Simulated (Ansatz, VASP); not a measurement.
# Two plane-wave programs on Sr

```xyz
2
Lattice="3.9322 0.0000 0.0000 -1.9661 3.4054 0.0000 0.0000 0.0000 6.4405" Properties=species:S:1:pos:R:3 pbc="T T T"
Sr    0.0000    2.2702    1.6101
Sr    1.9661    1.1351    4.8304
```

Alike in both runs: task single point; functional LDA; k mesh 10 × 10 × 6; occupations fermi-dirac, width 0.1 eV; no spin polarisation.

```csv
,VASP,Ansatz
version,VASP 6.6.1,Ansatz 0.2.0
potentials or method,"VASP PAW LDA potentials, release 64 (Sr_sv), cutoff 520 eV","plane waves (420 eV) with PAW, scalar-relativistic"
valence electrons in the cell,20,20
```

|  | VASP | Ansatz | Ansatz less VASP |
| --- | --- | --- | --- |
| pressure (GPa) | 2.0 | 2.0 | 0.00 |
| traceless stress, the component that is largest in VASP (GPa) | 0.14 | 0.14 | -0.003 |

Ansatz warns that its potentials were made for another functional, while VASP's fit it. LDA's correlation is that of Perdew and Zunger in VASP and of Perdew and Wang (1992) in Ansatz.
